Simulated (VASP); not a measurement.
A run of VASP 6.6.1 is set up as follows.

The input INCAR:

```
SYSTEM = SiC
PREC     = Accurate       ! precision mode
ENCUT    = 600            ! plane-wave cutoff, eV
EDIFF    = 1E-7           ! SCF threshold, eV
ISMEAR   = 0              ! smearing method
SIGMA    = 0.02           ! smearing width, eV
LREAL    = .FALSE.        ! projectors in reciprocal space
LASPH    = .TRUE.         ! aspherical terms in the spheres
NELM     = 60             ! most SCF steps
ALGO     = Normal         ! electronic algorithm
ISIF     = 3              ! what is computed and relaxed
LWAVE    = .FALSE.        ! write WAVECAR
LCHARG   = .FALSE.        ! write CHGCAR
GGA      = CA             ! functional
IBRION   = 2              ! ionic algorithm
NSW      = 100            ! ionic steps
EDIFFG   = -0.002         ! ionic threshold
```

KPOINTS

```
Automatic mesh
0
G
  10 10 10
  0 0 0
```

File POSCAR:

```
SiC
1.0
    0.0000000000      2.1769966200      2.1769966200
    2.1769966200      0.0000000000      2.1769966200
    2.1769966200      2.1769966200      0.0000000000
Si C
1 1
Direct
    0.7500000000      0.7500000000      0.7500000000
    0.0000000000      0.0000000000      0.0000000000
```

Potentials or basis: VASP PAW LDA potentials, release 64 (Si, C).

Run with:

```console
$ cat potpaw_LDA.64/Si/POTCAR potpaw_LDA.64/C/POTCAR > POTCAR
$ mpirun -np 1 vasp_std > vasp.out
```

(1) What does it give for the space group after relaxing (to 0.05 Å)?

(2) Predict the relaxed volume.

(3) Predict the band gap on the k mesh.

Answers

(1) F-43m (No. 216).

(2) 10.15 Å³/atom.

(3) 1.29 eV, indirect (least direct gap 4.52 eV).
